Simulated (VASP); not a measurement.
# Rh (I4/mmm) in VASP: further runs, part 3 of 3

VASP 6.6.1. The steps go on from the part before.

## 4. Single point, r2SCAN (strain +0.015 along x and y, +0.000 along z)

POSCAR

```
Rh
1.0
    0.0000000000      1.9300732500      1.9015500000
    1.9300732500      0.0000000000      1.9015500000
    1.9300732500      1.9300732500      0.0000000000
Rh
1
Direct
    0.0000000000      0.0000000000      0.0000000000
```

INCAR.step1

```
SYSTEM = Rh
PREC     = Accurate       ! precision mode
ENCUT    = 680            ! plane-wave cutoff, eV
ISMEAR   = 0              ! smearing method
SIGMA    = 0.15           ! smearing width, eV
LREAL    = .FALSE.        ! projectors in reciprocal space
LASPH    = .TRUE.         ! aspherical terms in the spheres
NELM     = 120            ! most SCF steps
NBANDS   = 14             ! bands
GGA      = PE             ! functional
ALGO     = Normal         ! electronic algorithm
EDIFF    = 1E-5           ! SCF threshold, eV
LWAVE    = .TRUE.         ! write WAVECAR
LCHARG   = .FALSE.        ! write CHGCAR
GGA_COMPAT= .FALSE.
```

INCAR.step2

```
SYSTEM = Rh
PREC     = Accurate       ! precision mode
ENCUT    = 680            ! plane-wave cutoff, eV
EDIFF    = 1E-6           ! SCF threshold, eV
ISMEAR   = 0              ! smearing method
SIGMA    = 0.15           ! smearing width, eV
LREAL    = .FALSE.        ! projectors in reciprocal space
LASPH    = .TRUE.         ! aspherical terms in the spheres
NELM     = 120            ! most SCF steps
ALGO     = Normal         ! electronic algorithm
ISIF     = 2              ! what is computed and relaxed
LWAVE    = .FALSE.        ! write WAVECAR
LCHARG   = .FALSE.        ! write CHGCAR
METAGGA  = R2SCAN         ! meta-GGA
LMIXTAU  = .TRUE.       
NBANDS   = 14             ! bands
ISTART   = 1            
GGA_COMPAT= .FALSE.
```

KPOINTS

```
regular mesh
0
G
  8 8 8
  0 0 0
```

Potentials or basis: VASP PAW PBE potentials, release 64 (Rh_sv_GW).

On the command line:

```console
$ cat potpaw_PBE.64/Rh_sv_GW/POTCAR > POTCAR
$ cp INCAR.step1 INCAR
$ mpirun -np 1 vasp_std > vasp.out
$ cp INCAR.step2 INCAR
$ mpirun -np 1 vasp_std > vasp.out
```

OUTCAR:

```text
SYSTEM = Rh
   PREC = Accurate
   ENCUT = 680
   EDIFF = 1E-6
   ISMEAR = 0
   LREAL = .FALSE.
   LASPH = .TRUE.
   NELM = 120
   ISIF = 2
   METAGGA = R2SCAN
   ISTART = 1

 ion  position               nearest neighbor table
   1  0.000  0.000  0.000-

  LATTYP: Found a body centered tetragonal cell.
 ALAT       =     2.7295357665
 C/A-ratio  =     1.3933138546

  Lattice vectors:

 A1 = (   0.0000000000,  -1.9300732500,  -1.9015500000)
 A2 = (   0.0000000000,   1.9300732500,  -1.9015500000)
 A3 = (   1.9300732500,   0.0000000000,   1.9015500000)

Analysis of symmetry for initial positions (statically):
=====================================================================
 Subroutine PRICEL returns:
 Original cell was already a primitive cell.

 Routine SETGRP: Setting up the symmetry group for a
 body centered tetragonal supercell.

 Subroutine GETGRP returns: Found 16 space group operations
 (whereof 16 operations were pure point group operations)
 out of a pool of 16 trial point group operations.

The static configuration has the point symmetry D_4h.

Analysis of symmetry for dynamics (positions and initial velocities):
=====================================================================
 Subroutine PRICEL returns:
 Original cell was already a primitive cell.

 Routine SETGRP: Setting up the symmetry group for a
 body centered tetragonal supercell.

 Subroutine GETGRP returns: Found 16 space group operations
 (whereof 16 operations were pure point group operations)
 out of a pool of 16 trial point group operations.

The dynamic configuration has the point symmetry D_4h.

 Subroutine INISYM returns: Found 16 space group operations
 (whereof 16 operations are pure point group operations),
 and found     1 'primitive' translations

----------------------------------------------------------------------------------------

                                     Primitive cell

  volume of cell :      14.1672

  direct lattice vectors                    reciprocal lattice vectors
     0.000000000  1.930073250  1.901550000    -0.259057525  0.259057525  0.262943388
     1.930073250  0.000000000  1.901550000     0.259057525 -0.259057525  0.262943388
     1.930073250  1.930073250  0.000000000     0.259057525  0.259057525 -0.262943388

  length of vectors
     2.709441853  2.709441853  2.729535767     0.450955462  0.450955462  0.450955462

  position of ions in fractional coordinates (direct lattice)
     0.000000000  0.000000000  0.000000000

  ion indices of the primitive-cell ions
   primitive index   ion index
                 1           1

----------------------------------------------------------------------------------------

 KPOINTS: regular mesh

Automatic generation of k-mesh.
 Grid dimensions read from file:
 generate k-points for:    8    8    8

 Generating k-lattice:

  Cartesian coordinates                     Fractional coordinates (reciprocal lattice)
    -0.032382191  0.032382191  0.032867924     0.125000000  0.000000000  0.000000000
     0.032382191 -0.032382191  0.032867924     0.000000000  0.125000000  0.000000000
     0.032382191  0.032382191 -0.032867924    -0.000000000 -0.000000000  0.125000000

  Length of vectors
     0.056369433  0.056369433  0.056369433

  Shift w.r.t. Gamma in fractional coordinates (k-lattice)
     0.000000000  0.000000000  0.000000000

 Subroutine IBZKPT returns following result:
 ===========================================

 Found     59 irreducible k-points:

 Following reciprocal coordinates:
            Coordinates               Weight
  0.000000  0.000000  0.000000      1.000000
  0.125000  0.000000  0.000000      8.000000
  0.250000  0.000000  0.000000      8.000000
  0.375000  0.000000  0.000000      8.000000
  0.500000  0.000000  0.000000      4.000000
  0.125000  0.125000  0.000000      2.000000
[... 16 lines left out ...]
  0.250000  0.000000  0.125000     16.000000
  0.375000  0.000000  0.125000     16.000000
 [... further k-points ...]
   k-points           NKPTS =     59   k-points in BZ     NKDIM =     59   number of bands    NBANDS=     14
   number of dos      NEDOS =    301   number of ions     NIONS =      1
   total plane-waves  NPLWV =  13824
   dimension x,y,z NGX =    24 NGY =   24 NGZ =   24
   dimension x,y,z NGXF=    48 NGYF=   48 NGZF=   48
   ions per type =               1
   NGX,Y,Z   is equivalent  to a cutoff of  14.73, 14.73, 14.62 a.u.
   NGXF,Y,Z  is equivalent  to a cutoff of  29.45, 29.45, 29.24 a.u.
 SYSTEM =  Rh
   PREC   = accura    normal or accurate (medium, high low for compatibility)
   ISTART =      1    job   : 0-new  1-cont  2-samecut
   ICHARG =      0    charge: 1-file 2-atom 10-const
   ISPIN  =      1    spin polarized calculation?
   LNONCOLLINEAR =      F non collinear calculations
   LSORBIT =      F    spin-orbit coupling
   LASPH  =      T    aspherical Exc in radial PAW
   ENCUT  =  680.0 eV  49.98 Ry    7.07 a.u.   5.76  5.76  5.80*2*pi/ulx,y,z
   NELM   =    120;   NELMIN=  2; NELMDL=  0     # of ELM steps
   EDIFF  = 0.1E-05   stopping-criterion for ELM
   LREAL  =      F    real-space projection
   EDIFFG = 0.1E-04   stopping-criterion for IOM
   NSW    =      0    number of steps for IOM
   IBRION =     -1    ionic relax: 0-MD 1-quasi-New 2-CG
   NFREE  =      0    steps in history (QN), initial steepest desc. (CG)
   ISIF   =      2    stress and relaxation
   ISYM   =      2    0-nonsym 1-usesym 2-fastsym
   POTIM  = 0.5000    time-step for ionic-motion
   TEBEG  =    0.0;   TEEND  =   0.0 temperature during run
   PSTRESS=    0.0 pullay stress
   NELECT =      17.0000    total number of electrons
   NUPDOWN=      -1.0000    fix difference up-down
   EMIN   =  10.00;   EMAX   =-10.00  energy-range for DOS
   EFERMI =   0.00;   METHOD = LEGACY
   ISMEAR =     0;   SIGMA  =   0.15  broadening in eV -4-tet -1-fermi 0-gaus
   EFERMI_NEDOS =   21; number of points for ismear=-14 and -15
   IALGO  =     38    algorithm
   IMIX   =      4    mixing-type and parameters
     AMIX     =   0.40;   BMIX     =  1.00
     AMIX_MAG =   1.60;   BMIX_MAG =  1.00
  volume/ion in A,a.u.               =      14.17        95.61
  Fermi-wavevector in a.u.,A,eV,Ry     =   1.739653  3.287468 41.176583  3.026393
  Thomas-Fermi vector in A             =   2.812453
   LORBIT       =      0    0 simple, 1 ext, 2 COOP (PROOUT), +10 PAW based schemes
   METAGGA = R2SCAN    functional components
   LHFCALC =     F    Hartree Fock is set to
   AEXX    =    0.0000 exact exchange contribution
   IVDW    =     0    specifies the selected vdW correction
   LEPSILON=     F    determine dielectric tensor
   LRPA    =     F    only Hartree local field effects (RPA)
 non-spin polarized calculation
 Gauss-broadening in eV      SIGMA  =   0.15
  energy-cutoff  :      680.00
  volume of cell :       14.17
 maximum number of plane-waves:       580
   NGX = 11   NGY = 11   NGZ = 11

 number of electron      16.9999997 magnetization

 Free energy of the ion-electron system (eV)
  ---------------------------------------------------
  ext. energy  EPLUGINS =         0.00000000
  ---------------------------------------------------
  free energy    TOTEN  =       -23.25657612 eV

  energy without entropy =      -23.23588632  energy(sigma->0) =      -23.24623122

 E-fermi :  10.2217     XC(G=0): -15.0374

 val. band max:       10.2023711514   @ k =  -0.3750  -0.0000   0.2500
 cond. band min:      10.2458955479   @ k =   0.3750   0.0000   0.0000
 fundamental gap:      0.0435243965
 Fermi energy:        10.2216987027

 k-point     1 :       0.0000    0.0000    0.0000
  band No.  band energies     occupation
      1     -70.8624      2.00000
      2     -37.5358      2.00000
      3     -37.5358      2.00000
      4     -37.5293      2.00000
      5       2.2606      2.00000
      6       7.1291      2.00000
      7       7.1291      2.00000
      8       7.2869      2.00000
      9       9.0773      2.00000
     10       9.2624      2.00000
     11      26.6674      0.00000
     12      32.0083      0.00000
     13      32.0083      0.00000
     14      32.4594      0.00000
[... 375 lines left out ...]
 k-point    24 :       0.3750    0.0000    0.1250
  band No.  band energies     occupation
      1     -70.7732      2.00000
      2     -38.0547      2.00000
      3     -37.6542      2.00000
      4     -37.6415      2.00000
      5       4.6914      2.00000
      6       6.9323      2.00000
      7       7.2349      2.00000
      8       7.8200      2.00000
      9      10.4334      0.04598
     10      10.7680      0.00000
     11      23.1755      0.00000
     12      27.9228      0.00000
     13      31.2055      0.00000
     14      32.7119      0.00000

 [... further k-points ...]

------------------------ aborting loop because EDIFF is reached ----------------------------------------

  FORCE on cell =-STRESS in cart. coord.  units (eV):
  Direction    XX          YY          ZZ          XY          YZ          ZX
  --------------------------------------------------------------------------------------
  -------------------------------------------------------------------------------------
  Total       -0.7504448     -0.7504448     -0.4685611      0.0000000      0.0000000     -0.0000000
  in kB      -84.8680111    -84.8680111    -52.9897018      0.0000000      0.0000000     -0.0000000
  external PRESSURE =     -74.2419080 kB  Pullay stress =       0.0000000 kB

 VOLUME and BASIS-vectors are now :
 -----------------------------------------------------------------------------
  energy-cutoff  :      680.00
  volume of cell :       14.17
      direct lattice vectors                 reciprocal lattice vectors
     0.000000000  1.930073250  1.901550000    -0.259057525  0.259057525  0.262943388
     1.930073250  0.000000000  1.901550000     0.259057525 -0.259057525  0.262943388
     1.930073250  1.930073250  0.000000000     0.259057525  0.259057525 -0.262943388

 POSITION                                       TOTAL-FORCE (eV/Angst)
 -----------------------------------------------------------------------------------
      0.00000      0.00000      0.00000         0.000000      0.000000      0.000000
 -----------------------------------------------------------------------------------
    total drift:                                0.000000     -0.000000     -0.000000

  FREE ENERGIE OF THE ION-ELECTRON SYSTEM (eV)
  ---------------------------------------------------
  free  energy   TOTEN  =       -23.2565761207 eV

  energy  without entropy=      -23.2358863200  energy(sigma->0) =      -23.24623122
```

Wall time 39 s (1 thread of Intel Xeon Platinum 8488C (Sapphire Rapids), shared host); peak memory 0.16 GiB.

What came out:

- Free energy: -23.2566 eV
- Pressure: -7.4 GPa
- Band gap on the k mesh: zero (an odd number of electrons rules out a gap without spin polarisation)

Caveat: the cell differs from its parent crystal (strain +0.015 along x and y, +0.000 along z); the cell stands under tension; the PAW data sets were made with another functional, which shifts forces and pressure a little.

## 5. Single point, r2SCAN (strain -0.015 along x and y, +0.030 along z)

POSCAR

```
Rh
1.0
    0.0000000000      1.8730267500      1.9585965000
    1.8730267500      0.0000000000      1.9585965000
    1.8730267500      1.8730267500      0.0000000000
Rh
1
Direct
    0.0000000000      0.0000000000      0.0000000000
```

INCAR.step1

```
PREC = Accurate
ENCUT = 680
ISMEAR = 0
SIGMA = 0.15
LREAL = False
LASPH = True
NELM = 120
NBANDS = 14
GGA = PE
ALGO = Normal
EDIFF = 1E-5
LWAVE = True
LCHARG = False
GGA_COMPAT = False
```

INCAR.step2

```
PREC = Accurate
ENCUT = 680
EDIFF = 1E-6
ISMEAR = 0
SIGMA = 0.15
LREAL = False
LASPH = True
NELM = 120
ALGO = Normal
ISIF = 2
LWAVE = False
LCHARG = True
METAGGA = R2SCAN
LMIXTAU = True
LELF = True
LVHAR = True
NBANDS = 14
ISTART = 1
GGA_COMPAT = False
```

KPOINTS

```
regular mesh
0
Gamma
  8 8 8
```

On the command line:

```console
$ cat potpaw_PBE.64/Rh_sv_GW/POTCAR > POTCAR
$ cp INCAR.step1 INCAR
$ mpirun -np 1 vasp_std > vasp.out
$ cp INCAR.step2 INCAR
$ mpirun -np 1 vasp_std > vasp.out
```

Wall time 81 s (1 thread of Intel Xeon Platinum 8375C at 2.90GHz (Ice Lake), shared host); peak memory 0.16 GiB.

It converged, with:

```
Free energy            : -23.2539 eV
Pressure               : 0.7 GPa
Band gap on the k mesh : zero (an odd number of electrons rules out a gap without spin polarisation)
```

Stress tensor (GPa, compression positive):
```
 4.31  0.00  0.00
 0.00  4.31  0.00
 0.00  0.00 -6.38
```

Levels at points of the mesh, in eV from the Fermi level:
| k point | band 4 | band 5 | band 6 | band 7 | band 8 | band 9 | band 10 | band 11 | band 12 | band 13 |
| --- | --- | --- | --- | --- | --- | --- | --- | --- | --- | --- |
| (0.00, 0.00, 0.00) | -47.80 | -8.19 | -3.52 | -3.00 | -3.00 | -1.41 | -0.80 | 16.45 | 21.18 | 22.54 |
| (0.50, 0.00, 0.00) | -47.88 | -6.35 | -3.55 | -3.05 | 0.45 | 0.69 | 0.88 | 9.09 | 15.99 | 21.66 |
| (0.50, 0.50, 0.00) | -48.04 | -6.54 | -6.17 | 0.53 | 1.00 | 1.00 | 2.80 | 12.02 | 14.49 | 14.49 |
| (0.50, 0.00, 0.50) | -48.08 | -6.57 | -6.18 | 0.46 | 0.81 | 1.27 | 3.79 | 13.30 | 13.42 | 13.92 |

Caveat: the cell differs from its parent crystal (strain -0.015 along x and y, +0.030 along z); the stress differs along the axes, from -6 to 4 GPa; the PAW data sets were made with another functional, which shifts forces and pressure a little.

## 6. The runs side by side

```tsv
cell	gap on the mesh (eV)	pressure (GPa)
a = 2.710, b = 2.710, c = 2.770 Å, angles 59.3, 59.3, 61.5°, 1 atom	none	-10.5
a = 2.649, b = 2.649, c = 2.689 Å, angles 59.5, 59.5, 61.0°, 1 atom	none	9.6
a = 2.709, b = 2.709, c = 2.730 Å, angles 59.8, 59.8, 60.5°, 1 atom	none	-7.4
a = 2.710, b = 2.710, c = 2.649 Å, angles 60.7, 60.7, 58.5°, 1 atom	none	0.7
```

Alike in all rows: task single point; level r2SCAN; potentials or basis VASP PAW PBE potentials, release 64 (Rh_sv_GW); no spin polarisation; k mesh 8 × 8 × 8; cutoff (eV) 680; smearing gaussian 0.15 eV.

Caveats: some runs use coarse meshes; the PAW data sets were made with another functional, which shifts forces and pressure a little; the stress differs along the axes, from -13 to -5 GPa (at least some runs); the cell stands under tension (at least some runs); the stress differs along the axes, from -6 to 4 GPa (at least some runs).

Absolute energies hang on the potentials; compare differences alone.

The gap in the log of VASP goes by the Fermi energy; the results here count the filled bands.